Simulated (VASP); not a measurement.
Runs of VASP 6.6.1 on GaN. The structure is that of space group Fm-3m (No. 225), or close to it. The cells are those of the table. 

```csv
task,cell,k mesh,cutoff (eV),k mesh for the DOS,occupations for the DOS,gap on the mesh (eV),pressure (GPa)
electric field gradients,"a = 2.818 Å, angles 60.0°, 2 atoms",6 × 6 × 6,520,-,-,1.80,70.2
electric field gradients,"a = 2.760 Å, angles 60.0°, 2 atoms",13 × 13 × 13,520,-,-,2.38,104.4
electric field gradients,"a = 2.818 Å, angles 60.0°, 2 atoms",13 × 13 × 13,520,-,-,1.91,70.3
single point,"a = 2.827 Å, angles 60.0°, 2 atoms",13 × 13 × 13,600,-,-,1.84,65.3
single point,"a = 2.818 Å, angles 60.0°, 2 atoms",6 × 6 × 6,520,-,-,1.80,70.0
electric field gradients,"a = 2.818 Å, angles 60.0°, 2 atoms",18 × 18 × 18,520,-,-,1.81,70.3
single point,"a = 2.832, b = 2.832, c = 2.818 Å, angles 60.2, 60.2, 59.7°, 2 atoms",13 × 13 × 13,520,-,-,1.77,65.5
electric field gradients,"a = 2.832, b = 2.832, c = 2.818 Å, angles 60.2, 60.2, 59.7°, 2 atoms",13 × 13 × 13,520,-,-,1.77,65.5
single point,"a = 2.799 Å, angles 60.0°, 2 atoms",13 × 13 × 13,600,-,-,(a),(b)
single point,"a = 2.818 Å, angles 60.0°, 2 atoms",18 × 18 × 18,520,-,-,1.81,70.3
single point,"a = 2.818 Å, angles 60.0°, 2 atoms",10 × 10 × 10,520,-,-,1.82,70.2
```

Alike in all rows: level PBE; potentials or basis VASP PAW PBE potentials, release 64 (Ga_d, N); no spin polarisation; smearing fermi-dirac 0.02 eV.

Question: Fill in the values left out.

Answer: (a) 2.06; (b) 80.4.

Caveats: some runs use coarse meshes.

A k mesh can miss the band edges, and the runs leave out spin-orbit coupling on Ga.
